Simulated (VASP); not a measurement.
# Ba (Pm-3m) in VASP: further runs

The runs below take Ba through single point, with LDA.

Everything below comes from runs of VASP 6.6.1. Logs are shortened: lines on timing, memory, paths and dates and some standing lists are left out, and cuts for length are marked.

### Step 1. The cell of the first run

Symmetry: Pm-3m, No. 221, cubic system. The conventional cell has a = 3.918 Å, b = 3.918 Å, c = 3.918 Å, α = 90.00°, β = 90.00°, γ = 90.00°. Within 5.1 Å of Ba (site symmetry m-3m) lie 6 Ba at 3.92 Å.

### Step 2. Single point, LDA

Input file INCAR:

```
PREC     = Accurate       # precision mode
ENCUT    = 520            # plane-wave cutoff, eV
EDIFF    = 1E-7           # SCF threshold, eV
ISMEAR   = -1             # smearing method
SIGMA    = 0.1            # smearing width, eV
LREAL    = False          # projectors in reciprocal space
LASPH    = True           # aspherical terms in the spheres
NELM     = 60             # most SCF steps
ALGO     = Normal         # electronic algorithm
ISIF     = 2              # what is computed and relaxed
LWAVE    = False          # write WAVECAR
LCHARG   = False          # write CHGCAR
NBANDS   = 11             # bands
```

Input file KPOINTS:

```
regular mesh
0
Gamma
  7 7 7
```

Input file POSCAR:

```
Ba
1.0
    3.9177175400      0.0000000000      0.0000000000
    0.0000000000      3.9177175400      0.0000000000
    0.0000000000      0.0000000000      3.9177175400
Ba
1
Direct
    0.0000000000      0.0000000000      0.0000000000
```

Potentials or basis: VASP PAW LDA potentials, release 64 (Ba_sv).

Run with:

```sh
cat potpaw_LDA.64/Ba_sv/POTCAR > POTCAR
mpirun -np 1 vasp_std > vasp.out
```

OUTCAR:

```text
PREC = Accurate
   ENCUT = 520
   EDIFF = 1E-7
   ISMEAR = -1
   LREAL = False
   LASPH = True
   NELM = 60
   ISIF = 2

 ion  position               nearest neighbor table
   1  0.000  0.000  0.000-

  LATTYP: Found a simple cubic cell.
 ALAT       =     3.9177175400

  Lattice vectors:

 A1 = (   3.9177175400,   0.0000000000,   0.0000000000)
 A2 = (   0.0000000000,   3.9177175400,   0.0000000000)
 A3 = (   0.0000000000,   0.0000000000,   3.9177175400)

Analysis of symmetry for initial positions (statically):
=====================================================================
 Subroutine PRICEL returns:
 Original cell was already a primitive cell.

 Routine SETGRP: Setting up the symmetry group for a
 simple cubic supercell.

 Subroutine GETGRP returns: Found 48 space group operations
 (whereof 48 operations were pure point group operations)
 out of a pool of 48 trial point group operations.

The static configuration has the point symmetry O_h .

Analysis of symmetry for dynamics (positions and initial velocities):
=====================================================================
 Subroutine PRICEL returns:
 Original cell was already a primitive cell.

 Routine SETGRP: Setting up the symmetry group for a
 simple cubic supercell.

 Subroutine GETGRP returns: Found 48 space group operations
 (whereof 48 operations were pure point group operations)
 out of a pool of 48 trial point group operations.

The dynamic configuration has the point symmetry O_h .

 Subroutine INISYM returns: Found 48 space group operations
 (whereof 48 operations are pure point group operations),
 and found     1 'primitive' translations

----------------------------------------------------------------------------------------

                                     Primitive cell

  volume of cell :      60.1311

  direct lattice vectors                    reciprocal lattice vectors
     3.917717540  0.000000000  0.000000000     0.255250663  0.000000000  0.000000000
     0.000000000  3.917717540  0.000000000     0.000000000  0.255250663  0.000000000
     0.000000000  0.000000000  3.917717540     0.000000000  0.000000000  0.255250663

  length of vectors
     3.917717540  3.917717540  3.917717540     0.255250663  0.255250663  0.255250663

  position of ions in fractional coordinates (direct lattice)
     0.000000000  0.000000000  0.000000000

  ion indices of the primitive-cell ions
   primitive index   ion index
                 1           1

----------------------------------------------------------------------------------------

 KPOINTS: regular mesh

Automatic generation of k-mesh.
 Grid dimensions read from file:
 generate k-points for:    7    7    7

 Generating k-lattice:

  Cartesian coordinates                     Fractional coordinates (reciprocal lattice)
     0.036464380  0.000000000  0.000000000     0.142857143  0.000000000  0.000000000
     0.000000000  0.036464380  0.000000000     0.000000000  0.142857143  0.000000000
     0.000000000  0.000000000  0.036464380     0.000000000  0.000000000  0.142857143

  Length of vectors
     0.036464380  0.036464380  0.036464380

  Shift w.r.t. Gamma in fractional coordinates (k-lattice)
     0.000000000  0.000000000  0.000000000

 Subroutine IBZKPT returns following result:
 ===========================================

 Found     20 irreducible k-points:

 Following reciprocal coordinates:
            Coordinates               Weight
  0.000000  0.000000  0.000000      1.000000
  0.142857  0.000000  0.000000      6.000000
  0.285714  0.000000  0.000000      6.000000
  0.428571  0.000000  0.000000      6.000000
  0.142857  0.142857  0.000000     12.000000
  0.285714  0.142857  0.000000     24.000000
[... 12 lines left out ...]
  0.428571  0.428571  0.285714     24.000000
  0.428571  0.428571  0.428571      8.000000
   k-points           NKPTS =     20   k-points in BZ     NKDIM =     20   number of bands    NBANDS=     11
   number of dos      NEDOS =    301   number of ions     NIONS =      1
   total plane-waves  NPLWV =  27000
   dimension x,y,z NGX =    30 NGY =   30 NGZ =   30
   dimension x,y,z NGXF=    60 NGYF=   60 NGZF=   60
   ions per type =               1
   NGX,Y,Z   is equivalent  to a cutoff of  12.73, 12.73, 12.73 a.u.
   NGXF,Y,Z  is equivalent  to a cutoff of  25.46, 25.46, 25.46 a.u.
 SYSTEM =  unknown system
   PREC   = accura    normal or accurate (medium, high low for compatibility)
   ISTART =      0    job   : 0-new  1-cont  2-samecut
   ICHARG =      2    charge: 1-file 2-atom 10-const
   ISPIN  =      1    spin polarized calculation?
   LNONCOLLINEAR =      F non collinear calculations
   LSORBIT =      F    spin-orbit coupling
   LASPH  =      T    aspherical Exc in radial PAW
   ENCUT  =  520.0 eV  38.22 Ry    6.18 a.u.   7.28  7.28  7.28*2*pi/ulx,y,z
   NELM   =     60;   NELMIN=  2; NELMDL= -5     # of ELM steps
   EDIFF  = 0.1E-06   stopping-criterion for ELM
   LREAL  =      F    real-space projection
   EDIFFG = 0.1E-05   stopping-criterion for IOM
   NSW    =      0    number of steps for IOM
   IBRION =     -1    ionic relax: 0-MD 1-quasi-New 2-CG
   NFREE  =      0    steps in history (QN), initial steepest desc. (CG)
   ISIF   =      2    stress and relaxation
   ISYM   =      2    0-nonsym 1-usesym 2-fastsym
   POTIM  = 0.5000    time-step for ionic-motion
   TEBEG  =    0.0;   TEEND  =   0.0 temperature during run
   PSTRESS=    0.0 pullay stress
   NELECT =      10.0000    total number of electrons
   NUPDOWN=      -1.0000    fix difference up-down
   EMIN   =  10.00;   EMAX   =-10.00  energy-range for DOS
   EFERMI =   0.00;   METHOD = LEGACY
   ISMEAR =    -1;   SIGMA  =   0.10  broadening in eV -4-tet -1-fermi 0-gaus
   EFERMI_NEDOS =   21; number of points for ismear=-14 and -15
   IALGO  =     38    algorithm
   IMIX   =      4    mixing-type and parameters
     AMIX     =   0.40;   BMIX     =  1.00
     AMIX_MAG =   1.60;   BMIX_MAG =  1.00
  volume/ion in A,a.u.               =      60.13       405.78
  Fermi-wavevector in a.u.,A,eV,Ry     =   0.900275  1.701272 11.027448  0.810495
  Thomas-Fermi vector in A             =   2.023212
   LORBIT       =      0    0 simple, 1 ext, 2 COOP (PROOUT), +10 PAW based schemes
   GGA     = CA    functional components
   LHFCALC =     F    Hartree Fock is set to
   AEXX    =    0.0000 exact exchange contribution
   IVDW    =     0    specifies the selected vdW correction
   LEPSILON=     F    determine dielectric tensor
   LRPA    =     F    only Hartree local field effects (RPA)
 non-spin polarized calculation
  energy-cutoff  :      520.00
  volume of cell :       60.13
 maximum number of plane-waves:      1647
 NGX is ok and might be reduce to    30
   NGX = 15   NGY = 15   NGZ = 15

 number of electron      10.0000001 magnetization

 Free energy of the ion-electron system (eV)
  ---------------------------------------------------
  ext. energy  EPLUGINS =         0.00000000
  ---------------------------------------------------
  free energy    TOTEN  =        -1.95387526 eV

  energy without entropy =       -1.91365869  energy(sigma->0) =       -1.93376697

 E-fermi :   1.4802     XC(G=0):  -7.7486

 val. band max:        1.4532966356   @ k =   0.0000   0.0000   0.0000
 cond. band min:       1.5468291253   @ k =   0.1429   0.0000   0.0000
 fundamental gap:      0.0935324897
 Fermi energy:         1.4801904048

 k-point     1 :       0.0000    0.0000    0.0000
  band No.  band energies     occupation
      1     -27.5163      2.00000
      2     -12.3367      2.00000
      3     -12.3367      2.00000
      4     -12.3367      2.00000
      5      -1.0910      2.00000
      6       1.4533      1.13366
      7       1.4533      1.13366
      8       6.4943      0.00000
      9       6.4943      0.00000
     10       6.4943      0.00000
     11       9.2421      0.00000

 k-point     2 :       0.1429    0.0000    0.0000
  band No.  band energies     occupation
      1     -27.5039      2.00000
      2     -12.4970      2.00000
      3     -12.3230      2.00000
      4     -12.3230      2.00000
      5      -0.7875      2.00000
      6       1.5468      0.67861
      7       1.7841      0.09139
      8       5.7912      0.00000
      9       5.7912      0.00000
     10       6.5428      0.00000
     11       8.1705      0.00000

 k-point     3 :       0.2857    0.0000    0.0000
  band No.  band energies     occupation
      1     -27.4759      2.00000
      2     -12.8335      2.00000
      3     -12.2920      2.00000
      4     -12.2920      2.00000
      5      -0.0892      2.00000
      6       1.7783      0.09653
      7       2.4587      0.00011
      8       4.8046      0.00000
      9       4.8046      0.00000
     10       6.6566      0.00000
     11       7.2293      0.00000

 k-point     4 :       0.4286    0.0000    0.0000
  band No.  band energies     occupation
      1     -27.4531      2.00000
      2     -13.0835      2.00000
      3     -12.2668      2.00000
      4     -12.2668      2.00000
      5       0.6160      1.99965
      6       1.9918      0.01192
      7       2.5195      0.00006
      8       4.2337      0.00000
      9       4.2337      0.00000
     10       6.7530      0.00000
     11       8.0149      0.00000

 k-point     5 :       0.1429    0.1429    0.0000
  band No.  band energies     occupation
      1     -27.4916      2.00000
      2     -12.4902      2.00000
      3     -12.4730      2.00000
      4     -12.3095      2.00000
      5      -0.4855      2.00000
      6       1.7528      0.12292
      7       2.0008      0.01091
      8       5.0193      0.00000
      9       5.7112      0.00000
     10       6.0355      0.00000
     11       8.8991      0.00000
[... 155 lines left out ...]
 k-point    17 :       0.2857    0.2857    0.2857
  band No.  band energies     occupation
      1     -27.3970      2.00000
      2     -12.7356      2.00000
      3     -12.7034      2.00000
      4     -12.7034      2.00000
      5       1.2296      1.84917
      6       2.7237      0.00001
      7       2.7237      0.00001
      8       4.3119      0.00000
      9       4.3119      0.00000
     10       4.4789      0.00000
     11       8.8225      0.00000

 k-point    18 :       0.4286    0.2857    0.2857
  band No.  band energies     occupation
      1     -27.3751      2.00000
      2     -12.9507      2.00000
      3     -12.6911      2.00000
      4     -12.6713      2.00000
      5       1.2972      1.72346
      6       2.2455      0.00095
      7       2.5463      0.00005
      8       4.3142      0.00000
      9       4.5833      0.00000
     10       6.4040      0.00000
     11       8.0687      0.00000

 k-point    19 :       0.4286    0.4286    0.2857
  band No.  band energies     occupation
      1     -27.3533      2.00000
      2     -12.9160      2.00000
      3     -12.9119      2.00000
      4     -12.6494      2.00000
      5       1.0999      1.95635
      6       2.1281      0.00306
      7       2.2162      0.00127
      8       4.4810      0.00000
      9       6.5467      0.00000
     10       6.8558      0.00000
     11       7.1242      0.00000

 k-point    20 :       0.4286    0.4286    0.4286
  band No.  band energies     occupation
      1     -27.3318      2.00000
      2     -12.8822      2.00000
      3     -12.8766      2.00000
      4     -12.8766      2.00000
      5       1.3942      1.40521
      6       1.6029      0.45334
      7       1.6029      0.45334
      8       6.0528      0.00000
      9       6.7809      0.00000
     10       6.7809      0.00000
     11       7.4148      0.00000

------------------------ aborting loop because EDIFF is reached ----------------------------------------

  FORCE on cell =-STRESS in cart. coord.  units (eV):
  Direction    XX          YY          ZZ          XY          YZ          ZX
  --------------------------------------------------------------------------------------
  -------------------------------------------------------------------------------------
  Total       -0.3777405     -0.3777405     -0.3777405     -0.0000000     -0.0000000     -0.0000000
  in kB      -10.0647910    -10.0647910    -10.0647910     -0.0000000     -0.0000000     -0.0000000
  external PRESSURE =     -10.0647910 kB  Pullay stress =       0.0000000 kB

 VOLUME and BASIS-vectors are now :
 -----------------------------------------------------------------------------
  energy-cutoff  :      520.00
  volume of cell :       60.13
      direct lattice vectors                 reciprocal lattice vectors
     3.917717540  0.000000000  0.000000000     0.255250663  0.000000000  0.000000000
     0.000000000  3.917717540  0.000000000     0.000000000  0.255250663  0.000000000
     0.000000000  0.000000000  3.917717540     0.000000000  0.000000000  0.255250663

 POSITION                                       TOTAL-FORCE (eV/Angst)
 -----------------------------------------------------------------------------------
      0.00000      0.00000      0.00000         0.000000      0.000000      0.000000
 -----------------------------------------------------------------------------------
    total drift:                               -0.000000      0.000000     -0.000000

  FREE ENERGIE OF THE ION-ELECTRON SYSTEM (eV)
  ---------------------------------------------------
  free  energy   TOTEN  =        -1.9538752581 eV

  energy  without entropy=       -1.9136586905  energy(sigma->0) =       -1.93376697
```

It took 11 s on 1 thread of AMD EPYC 7R13 (Zen 3), shared host; peak memory 0.12 GiB.

Results:

```yaml
Free_energy: -1.9539 eV
Pressure: -1.0 GPa
```

Caveat: spin-orbit coupling is left out, which moves the levels of the heavy elements.

### Step 3. Single point, LDA

Input file INCAR:

```
  PREC = Accurate
  ENCUT = 520
  EDIFF = 1E-7
  ISMEAR = -1
  SIGMA = 0.1
  LREAL = False
  LASPH = True
  NELM = 100
  ALGO = Normal
  ISIF = 2
  LWAVE = False
  LCHARG = True
  GGA = CA
  LELF = True
  LVHAR = True
  NBANDS = 11
```

KPOINTS is that of step 2.

POSCAR is that of step 2.

Potentials or basis: VASP PAW LDA potentials, release 64 (Ba_sv).

Run with:

```sh
cat potpaw_LDA.64/Ba_sv/POTCAR > POTCAR
mpirun -np 1 vasp_std > vasp.out
```

Wall time 9.5 s (1 thread of AMD EPYC 7R13 (Zen 3), shared host); peak memory 0.12 GiB.

The run converged. Its results:

- Free energy: -1.9539 eV
- Pressure: -1.0 GPa

Levels at points of the mesh, in eV from the Fermi level:
```csv
k point,band 1,band 2,band 3,band 4,band 5,band 6,band 7,band 8,band 9,band 10
"(0.00, 0.00, 0.00)",-29.00,-13.82,-13.82,-13.82,-2.57,-0.03,-0.03,5.01,5.01,5.01
```

Caveat: spin-orbit coupling is left out, which moves the levels of the heavy elements.
